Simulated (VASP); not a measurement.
Crystal: Ti.

```
Ti
1.0
     2.95000    0.00000    0.00000
    -1.47500    2.55477    0.00000
     0.00000    0.00000    4.68000
Ti
2
Cartesian
  1.4750 0.8516 3.5100
  0.0000 1.7032 1.1700
```

* Program: VASP 6.6.1
* Task: relaxation of cell and atoms
* Functional: revPBE
* Dispersion: D4
* Potentials or basis: VASP PAW PBE potentials, release 64 (Ti_sv)
* Cutoff: 600 eV
* k mesh: 10 × 10 × 6
* Occupations: fermi-dirac, width 0.05 eV
* Spin: no spin polarisation

At the start: pressure -2.2 GPa; volume 17.64 Å³/atom.

**Question.** How do energy, volume and symmetry change on relaxing?

**Answer.** Over 4 steps the energy falls by 2.7 meV/atom and the volume is 17.27 Å³/atom (-2.1 %); space group P6_3/mmc (No. 194, to 0.05 Å).

Step by step:
```tsv
step	energy change (eV)	largest force (eV/Å)	pressure (GPa)	volume (Å³)
1	0.0000	0.0000	-2.23	35.27
2	-0.0028	0.0000	1.65	34.03
3	-0.0053	0.0000	0.01	34.53
4	-0.0053	0.0000	0.02	34.53
```

Final structure:
```
CELL_PARAMETERS angstrom
2.93142 0.00000 0.00000
-1.46571 2.53869 0.00000
0.00000 0.00000 4.64006
ATOMIC_POSITIONS crystal
Ti 0.66667 0.33333 0.75000
Ti 0.33333 0.66667 0.25000
```

Caveat: the PAW data sets were made with another functional, which shifts forces and pressure a little; pairwise dispersion overbinds metals, which lowers pressure and volume.
